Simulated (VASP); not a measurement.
Crystal: TlH5.

```
Tl H
1.0
     3.01297    0.00000    0.00000
    -1.50648    2.60931    0.00000
     0.00000    0.00000    6.79444
Tl H
1 5
Cartesian
  0.0000 0.0000 3.6090
  1.5065 0.0000 0.7696
  -0.7532 1.3047 0.7696
  0.7532 1.3047 0.7696
  0.0000 0.0000 5.4433
  0.0000 0.0000 0.8296
```

The cell was generated, and may not be a known phase.

```yaml
Program: VASP 6.6.1
Task: relaxation of cell and atoms
Functional: PBE
Potentials_or_basis: VASP PAW PBE potentials, release 64 (Tl_d, H)
Cutoff: 600 eV
k_mesh: 12 × 12 × 6
Occupations: gaussian, width 0.1 eV
Spin: no spin polarisation
```

At the start: pressure -0.5 GPa; volume 8.90 Å³/atom.

Problem. How do energy, volume and symmetry change on relaxing?

Solution. Over 24 steps the energy falls by 4.2 meV/atom and the volume is 9.22 Å³/atom (+3.6 %); space group P6mm (No. 183, to 0.1 Å) before and after.

Step by step:
```csv
step,energy change (eV),largest force (eV/Å),pressure (GPa),volume (Å³)
1,0.0000,0.1060,-0.55,53.42
2,-0.0051,0.1156,-0.10,53.18
3,-0.0087,0.1312,0.71,52.79
4,-0.0120,0.0855,0.66,53.07
5,-0.0183,0.1119,0.52,53.92
6,-0.0157,0.3702,0.38,55.63
7,-0.0195,0.2181,0.44,54.61
8,-0.0214,0.1605,0.29,54.89
9,-0.0233,0.0616,0.02,55.41
10,-0.0235,0.0225,-0.11,55.66
11,-0.0235,0.0218,-0.11,55.64
12,-0.0235,0.0192,-0.08,55.61
13,-0.0237,0.0208,0.02,55.52
14,-0.0237,0.0319,0.21,55.35
15,-0.0238,0.0260,0.11,55.45
16,-0.0239,0.0185,0.10,55.45
17,-0.0240,0.0261,0.08,55.48
18,-0.0241,0.0338,0.07,55.49
19,-0.0241,0.0229,-0.02,55.54
20,-0.0242,0.0250,-0.07,55.57
21,-0.0243,0.0232,-0.08,55.56
22,-0.0245,0.0178,-0.05,55.53
23,-0.0249,0.0121,-0.04,55.47
24,-0.0250,0.0094,0.01,55.34
```

Final structure:
```xyz
6
Lattice="2.9888 0.0000 0.0000 -1.4944 2.5884 0.0000 0.0000 0.0000 7.1539" Properties=species:S:1:pos:R:3 pbc="T T T"
Tl    0.0000    0.0000    3.9638
H     0.0000    2.5884    0.7731
H     2.2416    1.2942    0.7731
H     0.7472    1.2942    0.7731
H     0.0000    0.0000    5.8013
H     2.9888    0.0000    0.7513
```
